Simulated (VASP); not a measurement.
Input of a VASP 6.6.1 run:

The input POSCAR:

```
BaTiO3
1.0
    2.8273666100      1.6323808700      2.3183934900
   -2.8273666100      1.6323808700      2.3183934900
    0.0000000000     -3.2647617400      2.3183934900
Ba Ti O
1 1 3
Direct
    0.0000000000      0.0000000000      0.0000000000
    0.4845000003      0.4845000003      0.4845000003
    0.5086000008      0.5086000008      0.0175000010
    0.0175000007      0.5086000000      0.5086000018
    0.5086000000      0.0175000007      0.5086000018
```

File INCAR.step1:

```
SYSTEM = BaTiO3
  PREC = Accurate
  ENCUT = 600
  ISMEAR = 0
  SIGMA = 0.01
  LREAL = .False.
  LASPH = .True.
  NELM = 80
  GGA = PE
  ALGO = Normal
  EDIFF = 1E-4
  LWAVE = .True.
  LCHARG = .False.
```

Contents of INCAR.step2:

```
SYSTEM = BaTiO3
  PREC = Accurate
  ENCUT = 600
  EDIFF = 1E-6
  ISMEAR = 0
  SIGMA = 0.01
  LREAL = .False.
  LASPH = .True.
  NELM = 80
  ALGO = Normal
  ISIF = 3
  LWAVE = .False.
  LCHARG = .False.
  METAGGA = R2SCAN
  LMIXTAU = .True.
  IBRION = 2
  NSW = 50
  EDIFFG = -0.01
  ISTART = 1
```

The input KPOINTS:

```
Automatic mesh
0
Gamma
  6 6 6
  0 0 0
```

Potentials or basis: VASP PAW PBE potentials, release 64 (Ba_sv, Ti_sv, O).

Launch:

```bash
$ cat potpaw_PBE.64/Ba_sv/POTCAR potpaw_PBE.64/Ti_sv/POTCAR potpaw_PBE.64/O/POTCAR > POTCAR
$ cp INCAR.step1 INCAR
$ mpirun -np 1 vasp_std > vasp.out
$ cp INCAR.step2 INCAR
$ mpirun -np 1 vasp_std > vasp.out
```

Problem. Estimate the space group after relaxing (to 0.1 Å).

Solution. R3m (No. 160).

Problem. Estimate the relaxed volume.

Solution. 13.14 Å³/atom.

Problem. What does it give for the relaxed cell?

Solution. a = 4.035 Å, b = 4.035 Å, c = 4.035 Å, α = 89.82°, β = 89.82°, γ = 89.82°.

Problem. Estimate the band gap on the k mesh.

Solution. 2.76 eV (least direct gap 3.21 eV).

The path:
```tsv
step	energy change (eV)	largest force (eV/Å)	pressure (GPa)	volume (Å³)
1	0.0000	0.2540	3.77	64.20
2	0.0090	0.3094	-4.26	67.05
3	-0.0155	0.0908	0.04	65.44
4	-0.0162	0.0612	0.03	65.50
5	-0.0167	0.0485	0.01	65.61
6	-0.0169	0.0239	0.02	65.64
7	-0.0170	0.0065	0.03	65.67
8	-0.0170	0.0043	-0.03	65.71
```

Caveat: the PAW data sets were made with another functional, which shifts forces and pressure a little; spin-orbit coupling is left out, which moves the levels of the heavy elements. Zero-point motion and thermal expansion aren't in these numbers.
